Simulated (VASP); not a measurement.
The system is Hf.

```
Hf
1.0
     3.20000    0.00000    0.00000
    -1.60000    2.77128    0.00000
     0.00000    0.00000    5.06240
Hf
2
Direct
  0.00000 0.00000 0.00000
  0.33333 0.66667 0.50000
```

* Program: VASP 6.6.1
* Task: relaxation of cell and atoms
* Functional: LDA
* Potentials or basis: VASP PAW LDA potentials, release 64 (Hf_pv)
* Cutoff: 500 eV
* k mesh: 19 × 19 × 11
* Occupations: methfessel-paxton, width 0.1 eV
* Spin: no spin polarisation

At the start: pressure -7.9 GPa; volume 22.45 Å³/atom.

Task: Where does the relaxation end?

Result: Over 6 steps the energy falls by 41.8 meV/atom and the volume is 20.84 Å³/atom (-7.1 %); space group P6_3/mmc (No. 194, to 0.1 Å) before and after.

Step by step:
```tsv
step	energy change (eV)	largest force (eV/Å)	pressure (GPa)	volume (Å³)
1	0.0000	0.0000	-7.92	44.89
2	0.0521	0.0000	12.77	38.06
3	-0.0834	0.0000	-0.19	41.75
4	-0.0834	0.0000	0.00	41.69
5	-0.0835	0.0000	0.00	41.69
6	-0.0835	0.0000	0.00	41.68
```

Final structure:
```
Hf
1.0
     3.11930    0.00000    0.00000
    -1.55965    2.70139    0.00000
     0.00000    0.00000    4.94686
Hf
2
Direct
  0.00000 0.00000 0.00000
  0.33333 0.66667 0.50000
```
